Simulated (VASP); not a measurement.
# GdN (P-6m2) in VASP: further runs, part 2 of 2

VASP 6.6.1. Earlier steps stand in the parts before.

## (3) Single point, PBEsol, collinear spin, ferromagnetic start (15.44 Å³/atom)

This run uses another cell than the first one, of 15.44 Å³/atom.

Input file INCAR:

```
SYSTEM = GdN
PREC = Accurate
ENCUT = 520
EDIFF = 1E-6
ISMEAR = 0
SIGMA = 0.05
LREAL = .False.
LASPH = .True.
NELM = 150
ALGO = Normal
ISIF = 2
LWAVE = .False.
LCHARG = .False.
ISPIN = 2
MAGMOM = 7.53 0
LORBIT = 11
LMAXMIX = 6
GGA = PS
NBANDS = 22
```

Input file KPOINTS:

```
Automatic mesh
0
Gamma
  10 10 10
  0 0 0
```

Input file POSCAR:

```
GdN
1.0
    3.4000394482      0.0000000000      0.0000000000
   -1.7000197241      2.9445205360      0.0000000000
    0.0000000000      0.0000000000      3.0843131015
Gd N
1 1
Direct
    0.0000000000      0.0000000000      0.0000000000
    0.6666666667      0.3333333333      0.5000000000
```

Potentials or basis: VASP PAW PBE potentials, release 64 (Gd, N).

Command:

```sh
> cat potpaw_PBE.64/Gd/POTCAR potpaw_PBE.64/N/POTCAR > POTCAR
> mpirun -np 1 vasp_std > vasp.out
```

OUTCAR:

```text
SYSTEM = GdN
   PREC = Accurate
   ENCUT = 520
   EDIFF = 1E-6
   ISMEAR = 0
   LREAL = .False.
   LASPH = .True.
   NELM = 150
   ISIF = 2
   ISPIN = 2
   LORBIT = 11
   GGA = PS

 ion  position               nearest neighbor table
   1  0.000  0.000  0.000-   2 2.50   2 2.50   2 2.50   2 2.50   2 2.50   2 2.50
   2  0.667  0.333  0.500-   1 2.50   1 2.50   1 2.50   1 2.50   1 2.50   1 2.50

  LATTYP: Found a hexagonal cell.
 ALAT       =     3.4000394482
 C/A-ratio  =     0.9071403872

  Lattice vectors:

 A1 = (   3.4000394482,   0.0000000000,   0.0000000000)
 A2 = (  -1.7000197241,   2.9445205360,   0.0000000000)
 A3 = (   0.0000000000,   0.0000000000,   3.0843131015)

Analysis of symmetry for initial positions (statically):
=====================================================================
 Subroutine PRICEL returns:
 Original cell was already a primitive cell.

 Routine SETGRP: Setting up the symmetry group for a
 hexagonal supercell.

 Subroutine GETGRP returns: Found 12 space group operations
 (whereof 12 operations were pure point group operations)
 out of a pool of 24 trial point group operations.

The static configuration has the point symmetry D_3h.

Analysis of symmetry for dynamics (positions and initial velocities):
=====================================================================
 Subroutine PRICEL returns:
 Original cell was already a primitive cell.

 Routine SETGRP: Setting up the symmetry group for a
 hexagonal supercell.

 Subroutine GETGRP returns: Found 12 space group operations
 (whereof 12 operations were pure point group operations)
 out of a pool of 24 trial point group operations.

The dynamic configuration has the point symmetry D_3h.

Analysis of structural, dynamic, and magnetic symmetry:
=====================================================================
 Subroutine PRICEL returns:
 Original cell was already a primitive cell.

 Routine SETGRP: Setting up the symmetry group for a
 hexagonal supercell.

 Subroutine GETGRP returns: Found 12 space group operations
 (whereof 12 operations were pure point group operations)
 out of a pool of 24 trial point group operations.

The overall configuration has the point symmetry D_3h.

 Subroutine INISYM returns: Found 12 space group operations
 (whereof 12 operations are pure point group operations),
 and found     1 'primitive' translations

----------------------------------------------------------------------------------------

                                     Primitive cell

  volume of cell :      30.8786

  direct lattice vectors                    reciprocal lattice vectors
     3.400039448  0.000000000  0.000000000     0.294114235  0.169806933  0.000000000
    -1.700019724  2.944520536  0.000000000     0.000000000  0.339613865  0.000000000
     0.000000000  0.000000000  3.084313101     0.000000000  0.000000000  0.324221299

  length of vectors
     3.400039448  3.400039448  3.084313101     0.339613865  0.339613865  0.324221299

  position of ions in fractional coordinates (direct lattice)
     0.000000000  0.000000000  0.000000000
[... 70 lines left out ...]
   ISTART =      0    job   : 0-new  1-cont  2-samecut
   ICHARG =      2    charge: 1-file 2-atom 10-const
   ISPIN  =      2    spin polarized calculation?
   LNONCOLLINEAR =      F non collinear calculations
   LSORBIT =      F    spin-orbit coupling
   LASPH  =      T    aspherical Exc in radial PAW
   ENCUT  =  520.0 eV  38.22 Ry    6.18 a.u.   6.32  6.32  5.73*2*pi/ulx,y,z
   NELM   =    150;   NELMIN=  2; NELMDL= -5     # of ELM steps
   EDIFF  = 0.1E-05   stopping-criterion for ELM
   LREAL  =      F    real-space projection
   EDIFFG = 0.1E-04   stopping-criterion for IOM
   NSW    =      0    number of steps for IOM
   IBRION =     -1    ionic relax: 0-MD 1-quasi-New 2-CG
   NFREE  =      0    steps in history (QN), initial steepest desc. (CG)
   ISIF   =      2    stress and relaxation
   ISYM   =      2    0-nonsym 1-usesym 2-fastsym
   POTIM  = 0.5000    time-step for ionic-motion
   TEBEG  =    0.0;   TEEND  =   0.0 temperature during run
   PSTRESS=    0.0 pullay stress
   NELECT =      23.0000    total number of electrons
   NUPDOWN=      -1.0000    fix difference up-down
   EMIN   =  10.00;   EMAX   =-10.00  energy-range for DOS
   EFERMI =   0.00;   METHOD = LEGACY
   ISMEAR =     0;   SIGMA  =   0.05  broadening in eV -4-tet -1-fermi 0-gaus
   EFERMI_NEDOS =   21; number of points for ismear=-14 and -15
   IALGO  =     38    algorithm
   IMIX   =      4    mixing-type and parameters
     AMIX     =   0.40;   BMIX     =  1.00
     AMIX_MAG =   1.60;   BMIX_MAG =  1.00
  volume/ion in A,a.u.               =      15.44       104.19
  Fermi-wavevector in a.u.,A,eV,Ry     =   1.483993  2.804340 29.963219  2.202234
  Thomas-Fermi vector in A             =   2.597585
   LORBIT       =     11    0 simple, 1 ext, 2 COOP (PROOUT), +10 PAW based schemes
   GGA     = PS    functional components
   LHFCALC =     F    Hartree Fock is set to
   AEXX    =    0.0000 exact exchange contribution
   IVDW    =     0    specifies the selected vdW correction
   LEPSILON=     F    determine dielectric tensor
   LRPA    =     F    only Hartree local field effects (RPA)
 spin polarized calculation
 Gauss-broadening in eV      SIGMA  =   0.05
  energy-cutoff  :      520.00
  volume of cell :       30.88
 maximum number of plane-waves:       852
 NGX is ok and might be reduce to    28
   NGX = 13   NGY = 13   NGZ = 11

 number of electron      23.0000001 magnetization       7.0002909

 Free energy of the ion-electron system (eV)
  ---------------------------------------------------
  ext. energy  EPLUGINS =         0.00000000
  ---------------------------------------------------
  free energy    TOTEN  =       -23.24273552 eV

  energy without entropy =      -23.24253808  energy(sigma->0) =      -23.24263680

 E-fermi :   3.9692     XC(G=0): -11.7727

 val. band max:        3.9584941607   @ k =   0.5000   0.0000   0.0000
 cond. band min:       3.9788625230   @ k =   0.1000   0.1000   0.0000
 fundamental gap:      0.0203683622
 Fermi energy:         3.9692214976

 spin component 1

 k-point     1 :       0.0000    0.0000    0.0000
  band No.  band energies     occupation
      1     -40.1408      1.00000
      2     -17.1458      1.00000
      3     -17.1458      1.00000
      4     -16.8677      1.00000
      5      -9.1437      1.00000
      6       0.2776      1.00000
[... 589 lines left out ...]
     21      13.8001      0.00000
     22      16.2782      0.00000

 [... further k-points ...]

 spin component 2

 k-point     1 :       0.0000    0.0000    0.0000
  band No.  band energies     occupation
      1     -37.0756      1.00000
      2     -14.9033      1.00000
      3     -14.9033      1.00000
      4     -14.5929      1.00000
      5      -9.0766      1.00000
      6       2.3846      1.00000
[... 589 lines left out ...]
     21      14.7388      0.00000
     22      17.2770      0.00000

 [... further k-points ...]

------------------------ aborting loop because EDIFF is reached ----------------------------------------

  FORCE on cell =-STRESS in cart. coord.  units (eV):
  Direction    XX          YY          ZZ          XY          YZ          ZX
  --------------------------------------------------------------------------------------
  -------------------------------------------------------------------------------------
  Total       -0.9842980     -0.9842980     -0.9615488      0.0000000     -0.0000000      0.0000000
  in kB      -51.0716859    -51.0716859    -49.8913103      0.0000000     -0.0000000      0.0000000
  external PRESSURE =     -50.6782273 kB  Pullay stress =       0.0000000 kB

 VOLUME and BASIS-vectors are now :
 -----------------------------------------------------------------------------
  energy-cutoff  :      520.00
  volume of cell :       30.88
      direct lattice vectors                 reciprocal lattice vectors
     3.400039448  0.000000000  0.000000000     0.294114235  0.169806933  0.000000000
    -1.700019724  2.944520536  0.000000000     0.000000000  0.339613865  0.000000000
     0.000000000  0.000000000  3.084313101     0.000000000  0.000000000  0.324221299

 POSITION                                       TOTAL-FORCE (eV/Angst)
 -----------------------------------------------------------------------------------
      0.00000      0.00000      0.00000        -0.000000      0.000000      0.000000
      1.70002      0.98151      1.54216         0.000000      0.000000      0.000000
 -----------------------------------------------------------------------------------
    total drift:                               -0.000000      0.000000      0.000000

  FREE ENERGIE OF THE ION-ELECTRON SYSTEM (eV)
  ---------------------------------------------------
  free  energy   TOTEN  =       -23.2427355155 eV

  energy  without entropy=      -23.2425380780  energy(sigma->0) =      -23.24263680

 total charge

# of ion       s       p       d       f       tot
--------------------------------------------------
    1        2.040   5.619   0.565   7.023  15.247
    2        1.240   2.370   0.000   0.000   3.610
--------------------------------------------------
tot          3.279   7.989   0.565   7.023  18.857

 magnetization (x)

# of ion       s       p       d       f       tot
--------------------------------------------------
    1       -0.000  -0.067   0.084   6.779   6.796
    2       -0.005  -0.044   0.000   0.000  -0.049
--------------------------------------------------
tot         -0.006  -0.110   0.084   6.779   6.747
```

OSZICAR:

```text
N       E                     dE             d eps       ncg     rms          rms(c)
DAV:   1     0.130159156383E+03    0.13016E+03   -0.81954E+03 10190   0.544E+03
[... 28 lines left out ...]
DAV:  30    -0.232429510976E+02    0.53594E-03   -0.96354E-04 13520   0.146E+00    0.899E-01
DAV:  31    -0.232428066160E+02    0.14448E-03   -0.36334E-04 13984   0.793E-01    0.495E-01
DAV:  32    -0.232427351035E+02    0.71513E-04   -0.15436E-04 10390   0.705E-01    0.235E-01
DAV:  33    -0.232427416076E+02   -0.65041E-05   -0.10301E-04 13388   0.891E-02    0.129E-01
DAV:  34    -0.232427377670E+02    0.38406E-05   -0.66784E-06  9324   0.110E-01    0.753E-02
DAV:  35    -0.232427364686E+02    0.12984E-05   -0.99739E-07  6258   0.509E-02    0.399E-02
DAV:  36    -0.232427355155E+02    0.95308E-06   -0.49954E-06  9478   0.109E-01
   1 F= -.23242736E+02 E0= -.23242637E+02  d E =-.197438E-03  mag=     6.9998
```

stdout:

```text
POSCAR found type information on POSCAR GdN
 POSCAR found :  2 types and       2 ions
 scaLAPACK will be used
 -----------------------------------------------------------------------------
|                                                                             |
|                                                                             |
|     You enforced a specific xc type in the INCAR file but a different       |
|     I HOPE YOU KNOW WHAT YOU ARE DOING!                                     |
|                                                                             |
 -----------------------------------------------------------------------------

 LDA part: xc-table for (Slater+PW92), standard interpolation
 POSCAR, INCAR and KPOINTS ok, starting setup
 FFT: planning ... GRIDC
 FFT: planning ... GRID_SOFT
 FFT: planning ... GRID
 WAVECAR not read
 entering main loop
```

Wall time 3 min (1 thread of Intel Xeon Platinum 8488C (Sapphire Rapids), shared host); peak memory 0.25 GiB.

What came out:

| Quantity | Value |
| --- | --- |
| Free energy | -23.2427 eV |
| Pressure | -5.1 GPa |
| Band gap on the k mesh | zero (filled and empty bands overlap) |
| Net moment | 7.00 μB per cell |
| Site moments | Gd +6.80; N -0.05 μB |
| Valence electrons inside the program's atomic spheres | Gd 15.25; N 3.61 |

Caveat: the cell stands under tension; the PAW data sets were made with another functional, which shifts forces and pressure a little; spin-orbit coupling is left out, which moves the levels of the heavy elements; a cell with one magnetic atom can't hold antiferromagnetic order, which such compounds often take; semilocal functionals describe open f shells poorly, which spoils levels, moments and volumes.
